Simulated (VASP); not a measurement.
A run of VASP 6.6.1 is set up as follows.

The input INCAR:

```
SYSTEM = Rb
  ALGO = Normal
  EDIFF = 1E-7
  ENCUT = 520
  ISIF = 2
  ISMEAR = 0
  LASPH = .True.
  LCHARG = .True.
  LELF = .True.
  LREAL = .False.
  LVHAR = .True.
  LWAVE = .False.
  NBANDS = 10
  NELM = 80
  PREC = Accurate
  SIGMA = 0.03
```

Contents of KPOINTS:

```
k-points
0
Gamma
  8 8 8
  0 0 0
```

The input POSCAR:

```
Rb
1.0
   -2.6859640533      2.6859640533      2.6859640533
    2.6859640533     -2.6859640533      2.6859640533
    2.6859640533      2.6859640533     -2.6859640533
Rb
1
Direct
    0.0000000000      0.0000000000      0.0000000000
```

Potentials or basis: VASP PAW LDA potentials, release 64 (Rb_sv).

The run is started by

```sh
$ cat potpaw_LDA.64/Rb_sv/POTCAR > POTCAR
$ mpirun -np 1 vasp_std > vasp.out
```

Task: Predict the pressure.

Result: 0.0 GPa.
